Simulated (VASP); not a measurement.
# Sc: single point with PBEsol

Sc:

```
Sc
1.0
     3.30880    0.00000    0.00000
    -1.65440    2.86550    0.00000
     0.00000    0.00000    5.36019
Sc
2
Cartesian
  0.0000 1.9103 1.3400
  1.6544 0.9552 4.0201
```

This cell differs from its parent crystal: strain +0.0175 x Voigt [0, 0, 1, 0, 0, 0].

```
Program                : VASP 6.6.1
Task                   : single point
Functional             : PBEsol
Potentials or basis    : VASP PAW PBE potentials, release 64 (Sc_sv)
Cutoff                 : 520 eV
k mesh                 : 18 × 18 × 10
Occupations            : gaussian, width 0.15 eV
Spin                   : no spin polarisation
Dipole correction      : no
Further INCAR settings : ALGO = Fast; EDIFF = 1e-06; NBANDS = 18
```

The pressure is -3.5 GPa and the band gap on the k mesh is zero (band 11 reaches 4.22 eV, above the bottom of band 12 at 2.97 eV).

Stress tensor (GPa, compression positive):
```
-2.62  0.00  0.00
 0.00 -2.62  0.00
 0.00  0.00 -5.26
```

Levels at points of the mesh, in eV from the Fermi level:
```
           k point  band 7  band 8  band 9  band 10  band 11  band 12  band 13  band 14  band 15  band 16
(0.00, 0.00, 0.00)  -27.81  -27.80   -5.09    -1.69     0.29     1.58     1.58     1.59     1.95     1.95
(0.50, 0.00, 0.00)  -27.89  -27.86   -1.57    -1.02    -0.68    -0.26     1.13     1.44     1.66     3.72
(0.00, 0.00, 0.50)  -27.84  -27.84   -3.65    -3.65     0.81     0.81     1.54     1.54     1.54     1.54
(0.50, 0.00, 0.50)  -27.90  -27.90   -1.44    -1.44     0.02     0.02     1.20     1.20     2.38     2.38
```

It took 4.2 min on 1 thread of Intel(R) Xeon(R) Platinum 8259CL CPU @ 2.50GHz (Skylake/Cascade Lake), with other jobs on the host, peak memory 0.29 GiB.

Caveat: the cell differs from its parent crystal (strain +0.0175 x Voigt [0, 0, 1, 0, 0, 0]); the PAW data sets were made with another functional, which shifts forces and pressure a little.
